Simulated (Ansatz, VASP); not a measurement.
Two plane-wave programs on AlNi3

File INCAR:

```
SYSTEM = AlNi3
  PREC = Accurate
  ENCUT = 520
  EDIFF = 1E-7
  ISMEAR = 0
  SIGMA = 0.15
  LREAL = .FALSE.
  LASPH = .TRUE.
  NELM = 80
  ALGO = Fast
  ISIF = 2
  LWAVE = .FALSE.
  LCHARG = .FALSE.
  GGA = PS
  NBANDS = 24
```

KPOINTS

```
regular mesh
0
G
  16 16 16
  0 0 0
```

The input POSCAR:

```
AlNi3
1.0
    0.0000000000      2.7984078565      2.7984078565
    2.7984078565      0.0000000000      2.7984078565
    2.7984078565      2.7984078565      0.0000000000
Al Ni
1 3
Direct
    0.5000000000      0.5000000000      0.5000000000
    0.2500000000      0.2500000000      0.2500000000
    0.0000000000      0.0000000000      0.0000000000
    0.7500000000      0.7500000000      0.7500000000
```

Input for Ansatz:

```yaml
crystal:
  lattice:
    - [0.0, 2.7984078565, 2.7984078565]
    - [2.7984078565, 0.0, 2.7984078565]
    - [2.7984078565, 2.7984078565, 0.0]
  atoms:
    - { symbol: Al, position: [0.5, 0.5, 0.5] }
    - { symbol: Ni, position: [0.25, 0.25, 0.25] }
    - { symbol: Ni, position: [0.0, 0.0, 0.0] }
    - { symbol: Ni, position: [0.75, 0.75, 0.75] }
basis:
  ecutwfc: 420
kpoints:
  mp_grid: { grid: [16, 16, 16] }
hamiltonian:
  xc: pbesol
scf:
  occupations: { method: gaussian, width: 0.15 }
output:
  forces: true
  stress: true
  eigenvalues: true
  write_density: true
  write_potential: true
  elf: true
  volumetric_format: npy
```

Alike in both runs: task single point; functional PBEsol; k mesh 16 × 16 × 16; occupations gaussian, width 0.15 eV; no spin polarisation.

|  | VASP | Ansatz |
| --- | --- | --- |
| version | VASP 6.6.1 | Ansatz 0.2.0 |
| potentials or method | VASP PAW PBE potentials, release 64 (Al, Ni), cutoff 520 eV | scalar-relativistic, plane waves, PAW |
| valence electrons in the cell | 33 | 57 |

```csv
,VASP,Ansatz,Ansatz less VASP
gap on the k mesh at the Fermi level (eV),none,none,-
pressure (GPa),0.1,0.1,-0.08
```

VASP's potentials were made for PBE, not for PBEsol. A gap of «none» marks a metal or a gap that the smearing closes. VASP's potentials hold 33 valence electrons a cell and Ansatz's 57, so a difference there can come from the potentials and not from the codes.
